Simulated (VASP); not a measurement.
# Mo (Im-3m) in VASP: relaxation of cell and atoms with PBEsol

Aim: the relaxation of cell and atoms of Mo with PBEsol.

Program: VASP 6.6.1. These are calculated values, not measurements. Logs are shortened: lines on timing, memory, paths and dates and some standing lists are left out, and cuts for length are marked.

## 1. The cell of the first run

It takes space group Im-3m (No. 229, cubic). Conventional cell: a = 3.002 Å, b = 3.002 Å, c = 3.002 Å, α = 90.00°, β = 90.00°, γ = 90.00°. Within 3.4 Å of Mo (site symmetry m-3m) lie 14 Mo at 2.60 to 3.00 Å.

## 2. Relaxation of cell and atoms, PBEsol, target pressure 45 GPa, at which the enthalpy is minimised

Contents of INCAR:

```
SYSTEM = Mo
ALGO = Normal
EDIFF = 1E-7
EDIFFG = -0.001
ENCUT = 500
GGA = PS
GGA_COMPAT = .FALSE.
IBRION = 2
ISIF = 3
ISMEAR = -1
LASPH = .TRUE.
LCHARG = .FALSE.
LREAL = .FALSE.
LWAVE = .FALSE.
NELM = 120
NELMIN = 4
NSW = 80
PREC = Accurate
PSTRESS = 450.0
SIGMA = 0.15
```

Contents of KPOINTS:

```
k-points
0
G
  20 20 20
  0 0 0
```

Contents of POSCAR:

```
Mo
1.0
   -1.5011227007      1.5011227007      1.5011227007
    1.5011227007     -1.5011227007      1.5011227007
    1.5011227007      1.5011227007     -1.5011227007
Mo
1
Direct
    0.0000000000      0.0000000000      0.0000000000
```

Potentials or basis: VASP PAW PBE potentials, release 64 (Mo_sv).

Launch:

```console
$ cat potpaw_PBE.64/Mo_sv/POTCAR > POTCAR
$ mpirun -np 1 vasp_std > vasp.out
```

OUTCAR:

```text
SYSTEM = Mo
   EDIFF = 1E-7
   EDIFFG = -0.001
   ENCUT = 500
   GGA = PS
   IBRION = 2
   ISIF = 3
   ISMEAR = -1
   LASPH = .TRUE.
   LREAL = .FALSE.
   NELM = 120
   NELMIN = 4
   NSW = 80
   PREC = Accurate
   PSTRESS = 450.0

 ion  position               nearest neighbor table
   1  0.000  0.000  0.000-

  LATTYP: Found a body centered cubic cell.
 ALAT       =     3.0022454014

  Lattice vectors:

 A1 = (  -1.5011227007,   1.5011227007,   1.5011227007)
 A2 = (   1.5011227007,  -1.5011227007,   1.5011227007)
 A3 = (   1.5011227007,   1.5011227007,  -1.5011227007)

Analysis of symmetry for initial positions (statically):
=====================================================================
 Subroutine PRICEL returns:
 Original cell was already a primitive cell.

 Routine SETGRP: Setting up the symmetry group for a
 body centered cubic supercell.

 Subroutine GETGRP returns: Found 48 space group operations
 (whereof 48 operations were pure point group operations)
 out of a pool of 48 trial point group operations.

The static configuration has the point symmetry O_h .

Analysis of symmetry for dynamics (positions and initial velocities):
=====================================================================
 Subroutine PRICEL returns:
 Original cell was already a primitive cell.

 Routine SETGRP: Setting up the symmetry group for a
 body centered cubic supercell.

 Subroutine GETGRP returns: Found 48 space group operations
 (whereof 48 operations were pure point group operations)
 out of a pool of 48 trial point group operations.

The dynamic configuration has the point symmetry O_h .

 Subroutine INISYM returns: Found 48 space group operations
 (whereof 48 operations are pure point group operations),
 and found     1 'primitive' translations

----------------------------------------------------------------------------------------

                                     Primitive cell

  volume of cell :      13.5303

  direct lattice vectors                    reciprocal lattice vectors
    -1.501122701  1.501122701  1.501122701     0.000000000  0.333084031  0.333084031
     1.501122701 -1.501122701  1.501122701     0.333084031  0.000000000  0.333084031
     1.501122701  1.501122701 -1.501122701     0.333084031  0.333084031  0.000000000

  length of vectors
     2.600020786  2.600020786  2.600020786     0.471051954  0.471051954  0.471051954

  position of ions in fractional coordinates (direct lattice)
     0.000000000  0.000000000  0.000000000

  ion indices of the primitive-cell ions
   primitive index   ion index
                 1           1

----------------------------------------------------------------------------------------

 KPOINTS: k-points

Automatic generation of k-mesh.
 Grid dimensions read from file:
 generate k-points for:   20   20   20

 Generating k-lattice:

  Cartesian coordinates                     Fractional coordinates (reciprocal lattice)
     0.000000000  0.016654202  0.016654202     0.050000000  0.000000000  0.000000000
     0.016654202  0.000000000  0.016654202     0.000000000  0.050000000  0.000000000
     0.016654202  0.016654202  0.000000000     0.000000000  0.000000000  0.050000000

  Length of vectors
     0.023552598  0.023552598  0.023552598

  Shift w.r.t. Gamma in fractional coordinates (k-lattice)
     0.000000000  0.000000000  0.000000000

 Subroutine IBZKPT returns following result:
 ===========================================

 Found    256 irreducible k-points:

 Following reciprocal coordinates:
            Coordinates               Weight
  0.000000  0.000000  0.000000      1.000000
  0.050000  0.000000  0.000000     12.000000
  0.100000  0.000000  0.000000     12.000000
  0.150000  0.000000  0.000000     12.000000
  0.200000  0.000000  0.000000     12.000000
  0.250000  0.000000  0.000000     12.000000
[... 16 lines left out ...]
  0.200000  0.100000  0.000000     48.000000
  0.250000  0.100000  0.000000     48.000000
 [... further k-points ...]
   k-points           NKPTS =    256   k-points in BZ     NKDIM =    256   number of bands    NBANDS=     11
   number of dos      NEDOS =    301   number of ions     NIONS =      1
   total plane-waves  NPLWV =   8000
   dimension x,y,z NGX =    20 NGY =   20 NGZ =   20
   dimension x,y,z NGXF=    40 NGYF=   40 NGZF=   40
   ions per type =               1
   NGX,Y,Z   is equivalent  to a cutoff of  12.79, 12.79, 12.79 a.u.
   NGXF,Y,Z  is equivalent  to a cutoff of  25.58, 25.58, 25.58 a.u.
 SYSTEM =  Mo
   PREC   = accura    normal or accurate (medium, high low for compatibility)
   ISTART =      0    job   : 0-new  1-cont  2-samecut
   ICHARG =      2    charge: 1-file 2-atom 10-const
   ISPIN  =      1    spin polarized calculation?
   LNONCOLLINEAR =      F non collinear calculations
   LSORBIT =      F    spin-orbit coupling
   LASPH  =      T    aspherical Exc in radial PAW
   ENCUT  =  500.0 eV  36.75 Ry    6.06 a.u.   4.74  4.74  4.74*2*pi/ulx,y,z
   NELM   =    120;   NELMIN=  4; NELMDL= -5     # of ELM steps
   EDIFF  = 0.1E-06   stopping-criterion for ELM
   LREAL  =      F    real-space projection
   EDIFFG = -.1E-02   stopping-criterion for IOM
   NSW    =     80    number of steps for IOM
   IBRION =      2    ionic relax: 0-MD 1-quasi-New 2-CG
   NFREE  =      1    steps in history (QN), initial steepest desc. (CG)
   ISIF   =      3    stress and relaxation
   ISYM   =      2    0-nonsym 1-usesym 2-fastsym
   POTIM  = 0.5000    time-step for ionic-motion
   TEBEG  =    0.0;   TEEND  =   0.0 temperature during run
   PSTRESS=  450.0 pullay stress
   NELECT =      14.0000    total number of electrons
   NUPDOWN=      -1.0000    fix difference up-down
   EMIN   =  10.00;   EMAX   =-10.00  energy-range for DOS
   EFERMI =   0.00;   METHOD = LEGACY
   ISMEAR =    -1;   SIGMA  =   0.15  broadening in eV -4-tet -1-fermi 0-gaus
   EFERMI_NEDOS =   21; number of points for ismear=-14 and -15
   IALGO  =     38    algorithm
   IMIX   =      4    mixing-type and parameters
     AMIX     =   0.40;   BMIX     =  1.00
     AMIX_MAG =   1.60;   BMIX_MAG =  1.00
  volume/ion in A,a.u.               =      13.53        91.31
  Fermi-wavevector in a.u.,A,eV,Ry     =   1.655826  3.129057 37.303898  2.741759
  Thomas-Fermi vector in A             =   2.743855
   LORBIT       =      0    0 simple, 1 ext, 2 COOP (PROOUT), +10 PAW based schemes
   GGA     = PS    functional components
   LHFCALC =     F    Hartree Fock is set to
   AEXX    =    0.0000 exact exchange contribution
   IVDW    =     0    specifies the selected vdW correction
   LEPSILON=     F    determine dielectric tensor
   LRPA    =     F    only Hartree local field effects (RPA)
 conjugate gradient relaxation of ions
 non-spin polarized calculation
  energy-cutoff  :      500.00
  volume of cell :       13.53
 maximum number of plane-waves:       370
   NGX =  9   NGY =  9   NGZ =  9

--------------------------------------- Ionic step        1  -------------------------------------------

 number of electron      14.0000002 magnetization

 Free energy of the ion-electron system (eV)
  ---------------------------------------------------
  ext. energy  EPLUGINS =         0.00000000
  ---------------------------------------------------
  free energy    TOTEN  =       -11.56458229 eV

  energy without entropy =      -11.51981421  energy(sigma->0) =      -11.54219825

------------------------ aborting loop because EDIFF is reached ----------------------------------------

  FORCE on cell =-STRESS in cart. coord.  units (eV):
  Direction    XX          YY          ZZ          XY          YZ          ZX
  --------------------------------------------------------------------------------------
  -------------------------------------------------------------------------------------
  Total        3.8962825      3.8962825      3.8962825      0.0000000      0.0000000     -0.0000000
  in kB      461.3732945    461.3732945    461.3732945      0.0000000      0.0000000     -0.0000000
  external PRESSURE =      11.3732945 kB  Pullay stress =     450.0000000 kB

 VOLUME and BASIS-vectors are now :
 -----------------------------------------------------------------------------
  energy-cutoff  :      500.00
  volume of cell :       13.53
      direct lattice vectors                 reciprocal lattice vectors
    -1.501122701  1.501122701  1.501122701     0.000000000  0.333084031  0.333084031
     1.501122701 -1.501122701  1.501122701     0.333084031  0.000000000  0.333084031
     1.501122701  1.501122701 -1.501122701     0.333084031  0.333084031  0.000000000
[... 44 lines left out ...]
  FREE ENERGIE OF THE ION-ELECTRON SYSTEM (eV)
  ---------------------------------------------------
  free  energy   TOTEN  =       -11.6153158421 eV

  energy  without entropy=      -11.5703511799  energy(sigma->0) =      -11.59283351

  enthalpy is  TOTEN    =        -7.7620093413 eV   P V=        3.8533065008

--------------------------------------- Ionic step        3  -------------------------------------------

 number of electron      14.0000003 magnetization

 Free energy of the ion-electron system (eV)
  ---------------------------------------------------
  ext. energy  EPLUGINS =         0.00000000
  ---------------------------------------------------
  free energy    TOTEN  =       -11.57426630 eV

  energy without entropy =      -11.52946212  energy(sigma->0) =      -11.55186421

 E-fermi :  14.9100     XC(G=0): -14.3464

 val. band max:       14.9052163078   @ k =  -0.2500   0.3500   0.1000
 cond. band min:      14.9294604010   @ k =  -0.3000   0.3000   0.1500
 fundamental gap:      0.0242440932
 Fermi energy:        14.9099980364

 k-point     1 :       0.0000    0.0000    0.0000
  band No.  band energies     occupation
      1     -46.3805      2.00000
      2     -19.2499      2.00000
      3     -19.2499      2.00000
      4     -19.2499      2.00000
      5       7.2002      2.00000
      6      13.2099      1.99998
      7      13.2099      1.99998
      8      13.2099      1.99998
      9      16.7902      0.00001
     10      16.7902      0.00001
     11      29.8525      0.00000

 k-point     2 :       0.0500    0.0000    0.0000
  band No.  band energies     occupation
      1     -46.3696      2.00000
      2     -19.3085      2.00000
      3     -19.2674      2.00000
      4     -19.2506      2.00000
      5       7.3323      2.00000
      6      13.1303      1.99999
      7      13.1971      1.99998
      8      13.3364      1.99994
      9      16.6621      0.00002
     10      16.7901      0.00001
     11      29.9634      0.00000
[... 295 lines left out ...]
 k-point    24 :       0.2500    0.1000    0.0000
  band No.  band energies     occupation
      1     -46.0600      2.00000
      2     -20.7383      2.00000
      3     -19.7319      2.00000
      4     -19.3432      2.00000
      5       9.6412      2.00000
      6      11.5113      2.00000
      7      13.1325      1.99999
      8      16.0600      0.00094
      9      17.4694      0.00000
     10      18.0651      0.00000
     11      29.9148      0.00000

 [... further k-points ...]

------------------------ aborting loop because EDIFF is reached ----------------------------------------

  FORCE on cell =-STRESS in cart. coord.  units (eV):
  Direction    XX          YY          ZZ          XY          YZ          ZX
  --------------------------------------------------------------------------------------
  -------------------------------------------------------------------------------------
  Total        3.8099312      3.8099312      3.8099312      0.0000000     -0.0000000      0.0000000
  in kB      450.0155268    450.0155268    450.0155268      0.0000000     -0.0000000      0.0000000
  external PRESSURE =       0.0155268 kB  Pullay stress =     450.0000000 kB

 VOLUME and BASIS-vectors are now :
 -----------------------------------------------------------------------------
  energy-cutoff  :      500.00
  volume of cell :       13.56
      direct lattice vectors                 reciprocal lattice vectors
    -1.502380975  1.502380975  1.502380975     0.000000000  0.332805066  0.332805066
     1.502380975 -1.502380975  1.502380975     0.332805066  0.000000000  0.332805066
     1.502380975  1.502380975 -1.502380975     0.332805066  0.332805066  0.000000000

 POSITION                                       TOTAL-FORCE (eV/Angst)
 -----------------------------------------------------------------------------------
     -0.00000      0.00000      0.00000        -0.000000      0.000000     -0.000000
 -----------------------------------------------------------------------------------
    total drift:                                0.000000     -0.000000      0.000000

  FREE ENERGIE OF THE ION-ELECTRON SYSTEM (eV)
  ---------------------------------------------------
  free  energy   TOTEN  =       -11.5742662980 eV

  energy  without entropy=      -11.5294621230  energy(sigma->0) =      -11.55186421

  enthalpy is  TOTEN    =        -7.7644665478 eV   P V=        3.8097997502

 reached required accuracy - stopping structural energy minimisation
```

Run time: 32 s. Hardware: 1 thread of Intel Xeon 6975P-C (Granite Rapids), shared host; peak memory 0.15 GiB.

What came out:

```
Free energy                                            : -11.5743 eV
Relaxed volume                                         : 13.56 Å³/atom
Relaxed cell                                           : a = 2.602 Å, b = 2.602 Å, c = 2.602 Å, α = 109.47°, β = 109.47°, γ = 109.47°
Space group after relaxing (to 0.05 Å)                 : Im-3m (No. 229)
Energy change on relaxing (the enthalpy is what falls) : -9.7 meV/atom
Ionic steps                                            : 3
Pressure after relaxing                                : 45.0 GPa
Band gap on the k mesh                                 : zero (band 7 reaches 19.77 eV, above the bottom of band 8 at 13.21 eV)
```

The path:
| step | energy change (eV) | largest force (eV/Å) | pressure (GPa) | volume (Å³) |
| --- | --- | --- | --- | --- |
| 1 | 0.0000 | 0.0000 | 46.14 | 13.53 |
| 2 | -0.0507 | 0.0000 | 39.97 | 13.72 |
| 3 | -0.0097 | 0.0000 | 45.00 | 13.56 |

Final structure:
```
Mo
1.0
    -1.50238    1.50238    1.50238
     1.50238   -1.50238    1.50238
     1.50238    1.50238   -1.50238
Mo
1
Direct
  0.00000 0.00000 0.00000
```

Caveat: the cell is relaxed towards a set pressure, so the enthalpy falls and the energy may rise; the PAW data sets were made with another functional, which shifts forces and pressure a little.
